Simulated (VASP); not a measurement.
# Ti12H (a cell with a defect) in VASP: notebook

The runs below take Ti12H (a cell with a defect) through single point, with PBE+D3(BJ).

Everything below comes from runs of VASP 6.6.1. Logs are shortened: lines on timing, memory, paths and dates and some standing lists are left out, and cuts for length are marked.

## Step 1: The cell of the first run

The cell holds a defect, 13 atoms: a = 5.900 Å, b = 8.850 Å, c = 4.685 Å, α = 90.00°, β = 90.00°, γ = 120.00°.

## Step 2: Single point, PBE+D3(BJ)

The input, INCAR:

```
PREC = Accurate
ENCUT = 520
EDIFF = 1E-7
ISMEAR = 0
SIGMA = 0.1
LREAL = F
LASPH = T
NELM = 60
ALGO = Normal
ISIF = 2
LWAVE = F
LCHARG = T
GGA = PE
IVDW = 12
LELF = T
LVHAR = T
NBANDS = 84
```

The input, KPOINTS:

```
Automatic mesh
0
Gamma
  3 2 4
```

The input, POSCAR:

```
Ti12H
1.0
    5.9000000000      0.0000000000      0.0000000000
   -4.4250000000      7.6643250000      0.0000000000
    0.0000000000      0.0000000000      4.6846000000
Ti H
12 1
Direct
   -0.0036594586      0.0000357500      0.0080457243
    0.1847422830      0.2391919706      0.5055287538
   -0.0004446166      0.3338128276     -0.0030502071
    0.1612753599      0.5530480505      0.4965474107
    0.0031310916      0.6678819074     -0.0034999787
    0.1708826081      0.8833607656      0.5048966827
    0.4953237325     -0.0026718596     -0.0017734705
    0.6687459184      0.2208386257      0.4968870341
    0.5076832933      0.3370947866     -0.0019790377
    0.6734154369      0.5588843114      0.4960444862
    0.4940722437      0.6620637825     -0.0053763395
    0.6472376761      0.8804407433      0.5049784400
   -0.0001363810      0.0043483281      0.4417685608
```

Potentials or basis: VASP PAW PBE potentials, release 64 (Ti_sv, H).

Run with:

```bash
cat potpaw_PBE.64/Ti_sv/POTCAR potpaw_PBE.64/H/POTCAR > POTCAR
mpirun -np 1 vasp_std > vasp.out
```

OUTCAR:

```text
PREC = Accurate
   ENCUT = 520
   EDIFF = 1E-7
   ISMEAR = 0
   LREAL = F
   LASPH = T
   NELM = 60
   ISIF = 2
   GGA = PE
   IVDW = 12
 IVDW          = 12

 ion  position               nearest neighbor table
   1  0.996  0.000  0.008-
   2  0.185  0.239  0.506-  13 1.83   9 2.84   3 2.85   4 2.85  10 2.86   9 2.90   3 2.91
   3  1.000  0.334  0.997-   2 2.85   4 2.88   4 2.88   8 2.89   8 2.89  11 2.91   2 2.91   9 2.92

   4  0.161  0.553  0.497-   2 2.85   3 2.88  12 2.88   3 2.88  11 2.89   5 2.89   5 2.89   6 2.90
                            11 2.90  10 2.90
   5  0.003  0.668  0.997-   6 2.83  10 2.88  10 2.89   4 2.89   4 2.89   6 2.90   7 2.91
   6  0.171  0.883  0.505-  13 1.83  12 2.82   5 2.83   7 2.84   7 2.90   4 2.90   5 2.90  10 2.90

   7  0.495  0.997  0.998-   6 2.84  12 2.85   6 2.90   8 2.90  12 2.90   8 2.91   5 2.91
   8  0.669  0.221  0.497-   3 2.89   3 2.89   7 2.90   9 2.90   9 2.91   7 2.91
   9  0.508  0.337  0.998-   2 2.84  10 2.89   2 2.90   8 2.90  10 2.90   8 2.91   3 2.92  11 2.92

  10  0.673  0.559  0.496-   2 2.86   5 2.88   9 2.89   5 2.89  11 2.89   9 2.90   6 2.90   4 2.90
                            11 2.90
  11  0.494  0.662  0.995-  12 2.84   4 2.89  10 2.89   4 2.90  10 2.90   3 2.91   9 2.92  12 2.92

  12  0.647  0.880  0.505-  13 1.83   6 2.82  11 2.84   7 2.85   4 2.88   7 2.90  11 2.92
  13  1.000  0.004  0.442-   2 1.83   6 1.83  12 1.83

  LATTYP: Found a simple monoclinic cell.
 ALAT       =     5.9000000000
 B/A-ratio  =     0.7940000000
 C/A-ratio  =     1.3228756849
 COS(beta)  =    -0.1889822323

  Lattice vectors:

 A1 = (   5.9000000000,   0.0000000000,   0.0000000000)
 A2 = (   0.0000000000,   0.0000000000,   4.6846000000)
 A3 = (  -1.4750000000,  -7.6643250000,   0.0000000000)

Analysis of symmetry for initial positions (statically):
=====================================================================
 Subroutine PRICEL returns:
 Original cell was already a primitive cell.

 Routine SETGRP: Setting up the symmetry group for a
 simple monoclinic supercell.

 Subroutine GETGRP returns: Found  1 space group operations
 (whereof  1 operations were pure point group operations)
 out of a pool of  4 trial point group operations.

The static configuration has the point symmetry C_1 .

Analysis of symmetry for dynamics (positions and initial velocities):
=====================================================================
 Subroutine PRICEL returns:
 Original cell was already a primitive cell.

 Routine SETGRP: Setting up the symmetry group for a
 simple monoclinic supercell.

 Subroutine GETGRP returns: Found  1 space group operations
 (whereof  1 operations were pure point group operations)
 out of a pool of  4 trial point group operations.

The dynamic configuration has the point symmetry C_1 .

 Subroutine INISYM returns: Found  1 space group operations
 (whereof  1 operations are pure point group operations),
 and found     1 'primitive' translations

----------------------------------------------------------------------------------------

                                     Primitive cell

  volume of cell :     211.8354

  direct lattice vectors                    reciprocal lattice vectors
     5.900000000  0.000000000  0.000000000     0.169491525  0.097855976  0.000000000
    -4.425000000  7.664325000  0.000000000     0.000000000  0.130474634  0.000000000
     0.000000000  0.000000000  4.684600000     0.000000000  0.000000000  0.213465397

  length of vectors
     5.900000000  8.850000153  4.684600000     0.195711955  0.130474634  0.213465397

  position of ions in fractional coordinates (direct lattice)
     0.996340541  0.000035750  0.008045724
     0.184742283  0.239191971  0.505528754
     0.999555383  0.333812828  0.996949793
     0.161275360  0.553048051  0.496547411
     0.003131092  0.667881907  0.996500021
     0.170882608  0.883360766  0.504896683
     0.495323732  0.997328140  0.998226530
     0.668745918  0.220838626  0.496887034
     0.507683293  0.337094787  0.998020962
     0.673415437  0.558884311  0.496044486
     0.494072244  0.662063782  0.994623660
     0.647237676  0.880440743  0.504978440
     0.999863619  0.004348328  0.441768561

  ion indices of the primitive-cell ions
   primitive index   ion index
                 1           1
                 2           2
                 3           3
                 4           4
                 5           5
                 6           6
                 7           7
                 8           8
                 9           9
                10          10
                11          11
                12          12
                13          13

----------------------------------------------------------------------------------------

 KPOINTS: Automatic mesh

Automatic generation of k-mesh.
 Grid dimensions read from file:
 generate k-points for:    3    2    4

 Generating k-lattice:

  Cartesian coordinates                     Fractional coordinates (reciprocal lattice)
     0.056497175  0.032618659  0.000000000     0.333333333  0.000000000  0.000000000
     0.000000000  0.065237317  0.000000000     0.000000000  0.500000000  0.000000000
     0.000000000  0.000000000  0.053366349     0.000000000  0.000000000  0.250000000

  Length of vectors
     0.065237318  0.065237317  0.053366349

  Shift w.r.t. Gamma in fractional coordinates (k-lattice)
     0.000000000  0.000000000  0.000000000

 -----------------------------------------------------------------------------
|                                                                             |
|           W    W    AA    RRRRR   N    N  II  N    N   GGGG   !!!           |
|           W    W   A  A   R    R  NN   N  II  NN   N  G    G  !!!           |
|           W    W  A    A  R    R  N N  N  II  N N  N  G       !!!           |
|           W WW W  AAAAAA  RRRRR   N  N N  II  N  N N  G  GGG   !            |
|           WW  WW  A    A  R   R   N   NN  II  N   NN  G    G                |
|           W    W  A    A  R    R  N    N  II  N    N   GGGG   !!!           |
|                                                                             |
|     Your reciprocal lattice and k-lattice belong to different lattice       |
|     classes:                                                                |
|                                                                             |
|        The reciprocal lattice is simple monoclinic,                         |
|        whereas your k-lattice is hexagonal.                                 |
|                                                                             |
|     Results are often still useful ...                                      |
|                                                                             |
 -----------------------------------------------------------------------------

 Subroutine IBZKPT returns following result:
 ===========================================

 Found     14 irreducible k-points:

 Following reciprocal coordinates:
            Coordinates               Weight
  0.000000  0.000000  0.000000      1.000000
  0.333333 -0.000000  0.000000      2.000000
  0.000000  0.500000  0.000000      1.000000
  0.333333  0.500000  0.000000      2.000000
  0.000000  0.000000  0.250000      2.000000
  0.333333 -0.000000  0.250000      2.000000
 -0.333333  0.000000  0.250000      2.000000
  0.000000  0.500000  0.250000      2.000000
  0.333333  0.500000  0.250000      2.000000
 -0.333333  0.500000  0.250000      2.000000
  0.000000  0.000000  0.500000      1.000000
  0.333333 -0.000000  0.500000      2.000000
  0.000000  0.500000  0.500000      1.000000
  0.333333  0.500000  0.500000      2.000000
   k-points           NKPTS =     14   k-points in BZ     NKDIM =     14   number of bands    NBANDS=     84
   number of dos      NEDOS =    301   number of ions     NIONS =     13
   total plane-waves  NPLWV = 120960
   dimension x,y,z NGX =    48 NGY =   70 NGZ =   36
   dimension x,y,z NGXF=    96 NGYF=  140 NGZF=   72
   ions per type =              12   1
   NGX,Y,Z   is equivalent  to a cutoff of  13.53, 13.15, 12.78 a.u.
   NGXF,Y,Z  is equivalent  to a cutoff of  27.05, 26.30, 25.55 a.u.
 SYSTEM =  unknown system
   PREC   = accura    normal or accurate (medium, high low for compatibility)
   ISTART =      0    job   : 0-new  1-cont  2-samecut
   ICHARG =      2    charge: 1-file 2-atom 10-const
   ISPIN  =      1    spin polarized calculation?
   LNONCOLLINEAR =      F non collinear calculations
   LSORBIT =      F    spin-orbit coupling
   LASPH  =      T    aspherical Exc in radial PAW
   ENCUT  =  520.0 eV  38.22 Ry    6.18 a.u.  10.97 16.46  8.71*2*pi/ulx,y,z
   NELM   =     60;   NELMIN=  2; NELMDL= -5     # of ELM steps
   EDIFF  = 0.1E-06   stopping-criterion for ELM
   LREAL  =      F    real-space projection
   EDIFFG = 0.1E-05   stopping-criterion for IOM
   NSW    =      0    number of steps for IOM
   IBRION =     -1    ionic relax: 0-MD 1-quasi-New 2-CG
   NFREE  =      0    steps in history (QN), initial steepest desc. (CG)
   ISIF   =      2    stress and relaxation
   ISYM   =      2    0-nonsym 1-usesym 2-fastsym
   POTIM  = 0.5000    time-step for ionic-motion
   TEBEG  =    0.0;   TEEND  =   0.0 temperature during run
   PSTRESS=    0.0 pullay stress
   NELECT =     145.0000    total number of electrons
   NUPDOWN=      -1.0000    fix difference up-down
   EMIN   =  10.00;   EMAX   =-10.00  energy-range for DOS
   EFERMI =   0.00;   METHOD = LEGACY
   ISMEAR =     0;   SIGMA  =   0.10  broadening in eV -4-tet -1-fermi 0-gaus
   EFERMI_NEDOS =   21; number of points for ismear=-14 and -15
   IALGO  =     38    algorithm
   IMIX   =      4    mixing-type and parameters
     AMIX     =   0.40;   BMIX     =  1.00
     AMIX_MAG =   1.60;   BMIX_MAG =  1.00
  volume/ion in A,a.u.               =      16.30       109.96
  Fermi-wavevector in a.u.,A,eV,Ry     =   1.442773  2.726446 28.321806  2.081594
  Thomas-Fermi vector in A             =   2.561256
   LORBIT       =      0    0 simple, 1 ext, 2 COOP (PROOUT), +10 PAW based schemes
   GGA     = PE    functional components
   LHFCALC =     F    Hartree Fock is set to
   AEXX    =    0.0000 exact exchange contribution
   IVDW    =    12    specifies the selected vdW correction
   LEPSILON=     F    determine dielectric tensor
   LRPA    =     F    only Hartree local field effects (RPA)
 non-spin polarized calculation
 Gauss-broadening in eV      SIGMA  =   0.10
  energy-cutoff  :      520.00
  volume of cell :      211.84
 maximum number of plane-waves:      5706
 NGX is ok and might be reduce to    48
   NGX = 21   NGY = 33   NGZ = 17

 number of electron     145.0000005 magnetization

 Free energy of the ion-electron system (eV)
  ---------------------------------------------------
  ext. energy  EPLUGINS =         0.00000000
  ---------------------------------------------------
  free energy    TOTEN  =       -97.65349345 eV

  energy without entropy =      -97.53933245  energy(sigma->0) =      -97.59641295

 E-fermi :   8.2815     XC(G=0): -11.4691

 val. band max:        8.2741300890   @ k =   0.3333   0.5000   0.5000
 cond. band min:       8.2850871415   @ k =   0.0000   0.5000   0.0000
 fundamental gap:      0.0109570525
 Fermi energy:         8.2815400223

 k-point     1 :       0.0000    0.0000    0.0000
  band No.  band energies     occupation
      1     -48.7168      2.00000
      2     -48.6105      2.00000
      3     -48.5582      2.00000
      4     -48.5420      2.00000
      5     -48.5164      2.00000
      6     -48.5100      2.00000
[... 1207 lines left out ...]
     83       8.7343      0.00000
     84       8.7406      0.00000

------------------------ aborting loop because EDIFF is reached ----------------------------------------

 Edisp (eV)   -7.28777

 E8    (eV) :    -3.4286

  FORCE on cell =-STRESS in cart. coord.  units (eV):
  Direction    XX          YY          ZZ          XY          YZ          ZX
  --------------------------------------------------------------------------------------
  -------------------------------------------------------------------------------------
  Total      -7.35590    -7.64908    -8.19561     0.33526     0.02241    -0.02053
  in kB     -55.63498   -57.85241   -61.98599     2.53570     0.16950    -0.15524
  external pressure =      -58.49 kB  Pullay stress =        0.00 kB

 VOLUME and BASIS-vectors are now :
 -----------------------------------------------------------------------------
  energy-cutoff  :      520.00
  volume of cell :      211.84
      direct lattice vectors                 reciprocal lattice vectors
     5.900000000  0.000000000  0.000000000     0.169491525  0.097855976  0.000000000
    -4.425000000  7.664325000  0.000000000     0.000000000  0.130474634  0.000000000
     0.000000000  0.000000000  4.684600000     0.000000000  0.000000000  0.213465397

 POSITION                                       TOTAL-FORCE (eV/Angst)
 -----------------------------------------------------------------------------------
      5.87825      0.00027      0.03769        -0.000043     -0.002985      0.064113
      0.03155      1.83325      2.36820        -0.005143     -0.010443      0.072531
      4.42025      2.55845      4.67031        -0.001867      0.001473      0.016217
     -1.49571      4.23874      2.32613         0.001801      0.001397      0.010216
     -2.93690      5.11886      4.66820         0.000929     -0.003141      0.009576
     -2.90066      6.77036      2.36524        -0.007524      0.011395      0.060150
     -1.49077      7.64385      4.67629         0.000527      0.000022      0.017292
      2.96839      1.69258      2.32772        -0.001900      0.006830      0.003787
      1.50369      2.58360      4.67533         0.004250      0.003246      0.016361
      1.50009      4.28347      2.32377        -0.005926     -0.006285      0.002287
     -0.01461      5.07427      4.65941         0.002431     -0.000313     -0.009204
     -0.07725      6.74798      2.36562         0.003548      0.010784      0.072285
      5.87995      0.03333      2.06951         0.008917     -0.011981     -0.335611
 -----------------------------------------------------------------------------------
    total drift:                                0.000211      0.000108     -0.000479

  FREE ENERGIE OF THE ION-ELECTRON SYSTEM (eV)
  ---------------------------------------------------
  free  energy   TOTEN  =      -104.9412642128 eV

  energy  without entropy=     -104.8271032085  energy(sigma->0) =     -104.88418371
```

It took 7.8 min on 1 thread of AMD EPYC 7R43 (Zen 3), shared host; peak memory 0.39 GiB.

What came out:

```yaml
Free_energy: -104.9413 eV
Pressure: -5.8 GPa
Largest_force: 0.336 eV/Å
Band_gap_on_the_k_mesh: zero (an odd number of electrons rules out a gap without spin polarisation)
Dispersion_energy_per_atom: -0.561 eV
```

Forces on the atoms (eV/Å):
```
Ti   0.000 -0.003  0.064
Ti  -0.005 -0.010  0.073
Ti  -0.002  0.001  0.016
Ti   0.002  0.001  0.010
Ti   0.001 -0.003  0.010
Ti  -0.008  0.011  0.060
Ti   0.001  0.000  0.017
Ti  -0.002  0.007  0.004
Ti   0.004  0.003  0.016
Ti  -0.006 -0.006  0.002
Ti   0.002  0.000 -0.009
Ti   0.004  0.011  0.072
H    0.009 -0.012 -0.336
```

Stress tensor (GPa, compression positive):
```
-5.56  0.25 -0.02
 0.25 -5.79  0.02
-0.02  0.02 -6.20
```

Caveat: the k points lie up to 0.41 Å⁻¹ apart, too coarse for converged energies and pressures of a metal.

## Step 3: Single point, PBE+D3(BJ)

The input, INCAR:

```
SYSTEM = Ti12H
PREC = Accurate
ENCUT = 520
EDIFF = 1E-7
ISMEAR = 0
SIGMA = 0.1
LREAL = .FALSE.
LASPH = .TRUE.
NELM = 100
ALGO = Normal
ISIF = 2
LWAVE = .FALSE.
LCHARG = .FALSE.
GGA = PE
IVDW = 12
NBANDS = 84
```

The input, KPOINTS:

```
regular mesh
0
G
  3 2 4
  0 0 0
```

The input, POSCAR:

```
Ti12H
1.0
    5.9000000000      0.0000000000      0.0000000000
   -4.4250000000      7.6643250000      0.0000000000
    0.0000000000      0.0000000000      4.6846000000
Ti H
12 1
Direct
   -0.0032671075     -0.0003794202      0.0042966315
    0.1819302490      0.2365133264      0.5097218546
   -0.0006922246      0.3339412147     -0.0030768902
    0.1624568019      0.5534967528      0.4950350083
    0.0028653260      0.6673716211     -0.0048396875
    0.1700902371      0.8841982823      0.5072501388
    0.4959154628     -0.0023965581     -0.0014902019
    0.6685495254      0.2214649040      0.4977660846
    0.5075010888      0.3371985139     -0.0012060795
    0.6719768608      0.5580905037      0.4951566836
    0.4944338691      0.6623380402     -0.0081609956
    0.6504211857      0.8820427109      0.5071583486
    0.0002334964      0.0037280517      0.4135789609
```

Potentials or basis: VASP PAW PBE potentials, release 64 (Ti_sv, H).

Run with:

```bash
cat potpaw_PBE.64/Ti_sv/POTCAR potpaw_PBE.64/H/POTCAR > POTCAR
mpirun -np 1 vasp_std > vasp.out
```

It took 11 min on 1 thread of AMD EPYC 7R43 (Zen 3), shared host; peak memory 0.4 GiB.

It converged, with:

```yaml
Free_energy: -104.9813 eV
Pressure: -5.8 GPa
Largest_force: 0.184 eV/Å
Band_gap_on_the_k_mesh: zero (an odd number of electrons rules out a gap without spin polarisation)
Dispersion_energy_per_atom: -0.561 eV
```

Forces on the atoms (eV/Å):
```
Ti  -0.002 -0.004 -0.015
Ti  -0.001 -0.022  0.053
Ti  -0.001  0.005  0.016
Ti   0.005  0.007  0.006
Ti   0.003 -0.006  0.006
Ti  -0.011  0.010  0.035
Ti   0.000  0.000  0.012
Ti  -0.002  0.010  0.014
Ti   0.001  0.003  0.015
Ti  -0.008 -0.010  0.006
Ti   0.003  0.001 -0.009
Ti   0.011  0.013  0.043
H    0.002 -0.007 -0.184
```

Stress tensor (GPa, compression positive):
```
-5.88  0.19 -0.01
 0.19 -6.03  0.06
-0.01  0.06 -5.59
```

Levels at points of the mesh, in eV from the Fermi level:
| k point | band 69 | band 70 | band 71 | band 72 | band 73 | band 74 | band 75 | band 76 |
| --- | --- | --- | --- | --- | --- | --- | --- | --- |
| (0.00, 0.00, 0.00) | -0.71 | -0.60 | 0.10 | 0.20 | 0.37 | 0.42 | 0.50 | 0.55 |
| (0.00, 0.50, 0.00) | -0.47 | -0.36 | -0.16 | 0.00 | 0.12 | 0.22 | 0.39 | 0.39 |
| (0.00, 0.00, 0.50) | -0.65 | -0.63 | -0.16 | -0.05 | 0.05 | 0.07 | 0.07 | 0.11 |
| (0.00, 0.50, 0.50) | -0.43 | -0.41 | -0.38 | -0.35 | -0.05 | 0.02 | 0.09 | 0.09 |

Caveat: the k points lie up to 0.41 Å⁻¹ apart, too coarse for converged energies and pressures of a metal.
